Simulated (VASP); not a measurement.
# HC18 in VASP: single point with PBE

Aim: the single point of HC18 with PBE.

All numbers are computed with VASP 6.6.1; they aren't measurements. Logs are shortened: lines on timing, memory, paths and dates and some standing lists are left out, and cuts for length are marked.

## 1. The cell of the first run

The cell holds a slab with vacuum, 19 atoms: a = 7.398 Å, b = 7.398 Å, c = 12.000 Å, α = 90.00°, β = 90.00°, γ = 120.00°.

## 2. Single point, PBE, collinear spin

INCAR

```
  ALGO = Normal
  EDIFF = 1E-6
  ENCUT = 520
  GGA = PE
  GGA_COMPAT = False
  ISIF = 2
  ISMEAR = -1
  ISPIN = 2
  LASPH = True
  LCHARG = False
  LORBIT = 11
  LREAL = False
  LWAVE = False
  MAGMOM = 0 0.08 0 0 0 0 0 0.09 0 0.09 0 0 0 0.08 0 0.09 0 0.08 0
  NBANDS = 56
  NELM = 200
  NELMDL = -8
  PREC = Accurate
  SIGMA = 0.05
```

KPOINTS

```
k-points
0
Gamma
  2 2 1
```

POSCAR

```
HC18
1.0
    7.3980000000      0.0000000000      0.0000000000
   -3.6990000000      6.4068560000      0.0000000000
    0.0000000000      0.0000000000     12.0000000000
C H
18 1
Direct
    0.0020029503      0.0029437215      0.0789891667
    0.2244625227      0.1144086897      0.0791821667
    0.0024254471      0.3366765228      0.0771813333
    0.2244704577      0.4475070144      0.0773225000
    0.0024207110      0.6699398270      0.0773205000
    0.2245105969      0.7808641243      0.0771370000
    0.3355078580      0.0029857078      0.0785054167
    0.5573994541      0.1134934202      0.0797547500
    0.3356612067      0.3364921890      0.0789690000
    0.5573973778      0.4477912411      0.0805899167
    0.3355797916      0.6699516893      0.0774713333
    0.5577123626      0.7808251036      0.0779250000
    0.6685178836      0.0028508523      0.0782951667
    0.8910231731      0.1144645673      0.0785944167
    0.6691959917      0.3364898478      0.0859000000
    0.8923251893      0.4481099622      0.0781477500
    0.6687147523      0.6697185016      0.0788867500
    0.8909680307      0.7807725037      0.0788136667
    0.7109568490      0.3428750389      0.2485138333
```

Potentials or basis: VASP PAW PBE potentials, release 64 (C, H).

On the command line:

```sh
$ cat potpaw_PBE.64/C/POTCAR potpaw_PBE.64/H/POTCAR > POTCAR
$ mpirun -np 1 vasp_std > vasp.out
```

OUTCAR:

```text
EDIFF = 1E-6
   ENCUT = 520
   GGA = PE
   ISIF = 2
   ISMEAR = -1
   ISPIN = 2
   LASPH = True
   LORBIT = 11
   LREAL = False
   NELM = 200
   NELMDL = -8
   PREC = Accurate

 ion  position               nearest neighbor table
   1  0.002  0.003  0.079-  18 1.42   2 1.43  14 1.43
   2  0.224  0.114  0.079-   9 1.42   1 1.43   7 1.43
   3  0.002  0.337  0.077-  16 1.42   4 1.42  14 1.42
   4  0.224  0.448  0.077-   3 1.42   9 1.42  11 1.43
   5  0.002  0.670  0.077-  16 1.42   6 1.42  18 1.42
   6  0.225  0.781  0.077-  11 1.42   5 1.42   7 1.42
[... 10 lines left out ...]
  17  0.669  0.670  0.079-  10 1.42  12 1.42  18 1.42
  18  0.891  0.781  0.079-   1 1.42  17 1.42   5 1.42
  19  0.711  0.343  0.249-

  LATTYP: Found a hexagonal cell.
 ALAT       =     7.3980000000
 C/A-ratio  =     1.6220600162

  Lattice vectors:

 A1 = (   7.3980000000,   0.0000000000,   0.0000000000)
 A2 = (  -3.6990000000,   6.4068560000,   0.0000000000)
 A3 = (   0.0000000000,   0.0000000000,  12.0000000000)

Analysis of symmetry for initial positions (statically):
=====================================================================
 Subroutine PRICEL returns:
 Original cell was already a primitive cell.

 Routine SETGRP: Setting up the symmetry group for a
 hexagonal supercell.

 Subroutine GETGRP returns: Found  1 space group operations
 (whereof  1 operations were pure point group operations)
 out of a pool of 24 trial point group operations.

The static configuration has the point symmetry C_1 .

Analysis of symmetry for dynamics (positions and initial velocities):
=====================================================================
 Subroutine PRICEL returns:
 Original cell was already a primitive cell.

 Routine SETGRP: Setting up the symmetry group for a
 hexagonal supercell.

 Subroutine GETGRP returns: Found  1 space group operations
 (whereof  1 operations were pure point group operations)
 out of a pool of 24 trial point group operations.

The dynamic configuration has the point symmetry C_1 .

Analysis of structural, dynamic, and magnetic symmetry:
=====================================================================
 Subroutine PRICEL returns:
 Original cell was already a primitive cell.

 Routine SETGRP: Setting up the symmetry group for a
 hexagonal supercell.

 Subroutine GETGRP returns: Found  1 space group operations
 (whereof  1 operations were pure point group operations)
 out of a pool of 24 trial point group operations.

The overall configuration has the point symmetry C_1 .

 Subroutine INISYM returns: Found  1 space group operations
 (whereof  1 operations are pure point group operations),
 and found     1 'primitive' translations

----------------------------------------------------------------------------------------

                                     Primitive cell

  volume of cell :     568.7750

  direct lattice vectors                    reciprocal lattice vectors
     7.398000000  0.000000000  0.000000000     0.135171668  0.078041398  0.000000000
    -3.699000000  6.406856000  0.000000000     0.000000000  0.156082796  0.000000000
     0.000000000  0.000000000 12.000000000     0.000000000  0.000000000  0.083333333

  length of vectors
     7.398000000  7.398000054 12.000000000     0.156082797  0.156082796  0.083333333

  position of ions in fractional coordinates (direct lattice)
     0.002002950  0.002943722  0.078989167
     0.224462523  0.114408690  0.079182167
     0.002425447  0.336676523  0.077181333
     0.224470458  0.447507014  0.077322500
     0.002420711  0.669939827  0.077320500
     0.224510597  0.780864124  0.077137000
[... 11 lines left out ...]
     0.890968031  0.780772504  0.078813667
     0.710956849  0.342875039  0.248513833

  ion indices of the primitive-cell ions
   primitive index   ion index
                 1           1
                 2           2
                 3           3
                 4           4
                 5           5
                 6           6
[... 11 lines left out ...]
                18          18
                19          19

----------------------------------------------------------------------------------------

 KPOINTS: k-points

Automatic generation of k-mesh.
 Grid dimensions read from file:
 generate k-points for:    2    2    1

 Generating k-lattice:

  Cartesian coordinates                     Fractional coordinates (reciprocal lattice)
     0.067585834  0.039020699  0.000000000     0.500000000  0.000000000  0.000000000
     0.000000000  0.078041398  0.000000000     0.000000000  0.500000000  0.000000000
     0.000000000  0.000000000  0.083333333     0.000000000  0.000000000  1.000000000

  Length of vectors
     0.078041399  0.078041398  0.083333333

  Shift w.r.t. Gamma in fractional coordinates (k-lattice)
     0.000000000  0.000000000  0.000000000

 Subroutine IBZKPT returns following result:
 ===========================================

 Found      4 irreducible k-points:

 Following reciprocal coordinates:
            Coordinates               Weight
  0.000000  0.000000  0.000000      1.000000
  0.500000  0.000000  0.000000      1.000000
  0.000000  0.500000  0.000000      1.000000
  0.500000  0.500000  0.000000      1.000000
   k-points           NKPTS =      4   k-points in BZ     NKDIM =      4   number of bands    NBANDS=     56
   number of dos      NEDOS =    301   number of ions     NIONS =     19
   total plane-waves  NPLWV = 282240
   dimension x,y,z NGX =    56 NGY =   56 NGZ =   90
   dimension x,y,z NGXF=   112 NGYF=  112 NGZF=  180
   ions per type =              18   1
   NGX,Y,Z   is equivalent  to a cutoff of  12.58, 12.58, 12.47 a.u.
   NGXF,Y,Z  is equivalent  to a cutoff of  25.17, 25.17, 24.94 a.u.
 SYSTEM =  unknown system
   PREC   = accura    normal or accurate (medium, high low for compatibility)
   ISTART =      0    job   : 0-new  1-cont  2-samecut
   ICHARG =      2    charge: 1-file 2-atom 10-const
   ISPIN  =      2    spin polarized calculation?
   LNONCOLLINEAR =      F non collinear calculations
   LSORBIT =      F    spin-orbit coupling
   LASPH  =      T    aspherical Exc in radial PAW
   ENCUT  =  520.0 eV  38.22 Ry    6.18 a.u.  13.76 13.76 22.31*2*pi/ulx,y,z
   NELM   =    200;   NELMIN=  2; NELMDL= -8     # of ELM steps
   EDIFF  = 0.1E-05   stopping-criterion for ELM
   LREAL  =      F    real-space projection
   EDIFFG = 0.1E-04   stopping-criterion for IOM
   NSW    =      0    number of steps for IOM
   IBRION =     -1    ionic relax: 0-MD 1-quasi-New 2-CG
   NFREE  =      0    steps in history (QN), initial steepest desc. (CG)
   ISIF   =      2    stress and relaxation
   ISYM   =      2    0-nonsym 1-usesym 2-fastsym
   POTIM  = 0.5000    time-step for ionic-motion
   TEBEG  =    0.0;   TEEND  =   0.0 temperature during run
   PSTRESS=    0.0 pullay stress
   NELECT =      73.0000    total number of electrons
   NUPDOWN=      -1.0000    fix difference up-down
   EMIN   =  10.00;   EMAX   =-10.00  energy-range for DOS
   EFERMI =   0.00;   METHOD = LEGACY
   ISMEAR =    -1;   SIGMA  =   0.05  broadening in eV -4-tet -1-fermi 0-gaus
   EFERMI_NEDOS =   21; number of points for ismear=-14 and -15
   IALGO  =     38    algorithm
   IMIX   =      4    mixing-type and parameters
     AMIX     =   0.40;   BMIX     =  1.00
     AMIX_MAG =   1.60;   BMIX_MAG =  1.00
  volume/ion in A,a.u.               =      29.94       202.01
  Fermi-wavevector in a.u.,A,eV,Ry     =   0.825789  1.560514  9.278180  0.681927
  Thomas-Fermi vector in A             =   1.937708
   LORBIT       =     11    0 simple, 1 ext, 2 COOP (PROOUT), +10 PAW based schemes
   GGA     = PE    functional components
   LHFCALC =     F    Hartree Fock is set to
   AEXX    =    0.0000 exact exchange contribution
   IVDW    =     0    specifies the selected vdW correction
   LEPSILON=     F    determine dielectric tensor
   LRPA    =     F    only Hartree local field effects (RPA)
 spin polarized calculation
  energy-cutoff  :      520.00
  volume of cell :      568.78
 maximum number of plane-waves:     15363
 NGX is ok and might be reduce to    56
   NGX = 27   NGY = 27   NGZ = 45

 number of electron      73.0000001 magnetization      -0.0182785

 number of electron      73.0000001 magnetization       0.0001295

 Free energy of the ion-electron system (eV)
  ---------------------------------------------------
  ext. energy  EPLUGINS =         0.00000000
  ---------------------------------------------------
  free energy    TOTEN  =      -166.19515243 eV

  energy without entropy =     -166.09450199  energy(sigma->0) =     -166.14482721

 E-fermi :  -1.9980     XC(G=0):  -3.8120

 val. band max:       -2.0065856618   @ k =   0.0000   0.5000   0.0000
 cond. band min:      -1.9926122296   @ k =   0.5000   0.5000   0.0000
 fundamental gap:      0.0139734322
 Fermi energy:        -1.9979953382

 spin component 1

 k-point     1 :       0.0000    0.0000    0.0000
  band No.  band energies     occupation
      1     -21.5277      1.00000
      2     -18.9918      1.00000
      3     -18.9533      1.00000
      4     -18.9418      1.00000
      5     -18.9347      1.00000
      6     -18.9280      1.00000
[... 40 lines left out ...]
     47       3.0395      0.00000
     48       3.4569      0.00000
[... 151 lines left out ...]
     47       3.9252      0.00000
     48       4.0668      0.00000
 Fermi energy:        -1.9979953382

 spin component 2

 k-point     1 :       0.0000    0.0000    0.0000
  band No.  band energies     occupation
      1     -21.5276      1.00000
      2     -18.9918      1.00000
      3     -18.9533      1.00000
      4     -18.9418      1.00000
      5     -18.9347      1.00000
      6     -18.9279      1.00000
[... 40 lines left out ...]
     47       3.0386      0.00000
     48       3.4514      0.00000
[... 151 lines left out ...]
     47       3.9246      0.00000
     48       4.0649      0.00000
 [bands above 48 left out]

------------------------ aborting loop because EDIFF is reached ----------------------------------------

  FORCE on cell =-STRESS in cart. coord.  units (eV):
  Direction    XX          YY          ZZ          XY          YZ          ZX
  --------------------------------------------------------------------------------------
  -------------------------------------------------------------------------------------
  Total        1.5644329      1.4624484     -0.9098258      0.1835364     -0.0301118     -0.3516643
  in kB        4.4068369      4.1195576     -2.5628803      0.5170019     -0.0848216     -0.9905999
  external PRESSURE =       1.9878381 kB  Pullay stress =       0.0000000 kB

 VOLUME and BASIS-vectors are now :
 -----------------------------------------------------------------------------
  energy-cutoff  :      520.00
  volume of cell :      568.78
      direct lattice vectors                 reciprocal lattice vectors
     7.398000000  0.000000000  0.000000000     0.135171668  0.078041398  0.000000000
    -3.699000000  6.406856000  0.000000000     0.000000000  0.156082796  0.000000000
     0.000000000  0.000000000 12.000000000     0.000000000  0.000000000  0.083333333

 POSITION                                       TOTAL-FORCE (eV/Angst)
 -----------------------------------------------------------------------------------
      0.00393      0.01886      0.94787         0.036300      0.102587      0.007066
      1.23738      0.73300      0.95019        -0.096497     -0.156322      0.020939
     -1.22742      2.15704      0.92618        -0.048141      0.053792     -0.058396
      0.00530      2.86711      0.92787         0.003147      0.150509     -0.002346
     -2.46020      4.29221      0.92785         0.044259     -0.196615     -0.056846
     -1.22749      5.00288      0.92564         0.033545     -0.006580     -0.001391
[... 11 lines left out ...]
      3.70330      5.00230      0.94576        -0.013538      0.082706      0.021084
      3.99136      2.19675      2.98217        -0.168221     -0.013223     -0.428012
 -----------------------------------------------------------------------------------
    total drift:                               -0.000062     -0.000200     -0.000246

  FREE ENERGIE OF THE ION-ELECTRON SYSTEM (eV)
  ---------------------------------------------------
  free  energy   TOTEN  =      -166.1951524322 eV

  energy  without entropy=     -166.0945019907  energy(sigma->0) =     -166.14482721

 total charge

# of ion       s       p       d       tot
------------------------------------------
    1        0.862   1.784   0.000   2.646
    2        0.862   1.786   0.000   2.647
    3        0.863   1.790   0.000   2.653
    4        0.863   1.785   0.000   2.648
    5        0.863   1.788   0.000   2.651
    6        0.863   1.786   0.000   2.650
[... 11 lines left out ...]
   18        0.863   1.785   0.000   2.647
   19        0.408   0.002   0.000   0.410
--------------------------------------------------
tot         15.940  32.105   0.000  48.045

 magnetization (x)

# of ion       s       p       d       tot
------------------------------------------
    1       -0.000  -0.000   0.000  -0.000
    2       -0.000   0.000   0.000   0.000
    3        0.000   0.000   0.000   0.000
    4       -0.000  -0.000   0.000  -0.000
    5        0.000   0.000   0.000   0.000
    6       -0.000  -0.000   0.000  -0.000
[... 11 lines left out ...]
   18       -0.000   0.000   0.000   0.000
   19        0.000   0.000   0.000   0.000
--------------------------------------------------
tot          0.000   0.000   0.000   0.000
```

It took 8.8 min on 1 thread of Oxide Virtual Turin-like, shared host; peak memory 0.84 GiB.

Results:

```yaml
Free_energy: -166.1952 eV
Largest_force: 0.947 eV/Å
Net_moment: 0.00 μB per cell
Valence_electrons_inside_the_program's_atomic_spheres: C 2.65, 2.64, 2.61 (each value once); H 0.41
```

Forces in eV/Å, atoms in the order of the input:
```
C    0.036  0.103  0.007
C   -0.096 -0.156  0.021
C   -0.048  0.054 -0.058
C    0.003  0.151 -0.002
C    0.044 -0.197 -0.057
C    0.034 -0.007 -0.001
C    0.148  0.136 -0.036
C   -0.065 -0.427 -0.149
C    0.096  0.091 -0.029
C   -0.274  0.188 -0.170
C    0.050 -0.100  0.012
C   -0.073 -0.029 -0.005
C   -0.050  0.130 -0.034
C    0.042 -0.125  0.017
C    0.015 -0.005  0.947
C    0.313  0.286 -0.031
C    0.007 -0.163 -0.025
C   -0.014  0.083  0.021
H   -0.168 -0.013 -0.428
```

Caveat: the k points lie up to 0.49 Å⁻¹ apart; there is no dipole correction, which matters where the two faces differ.
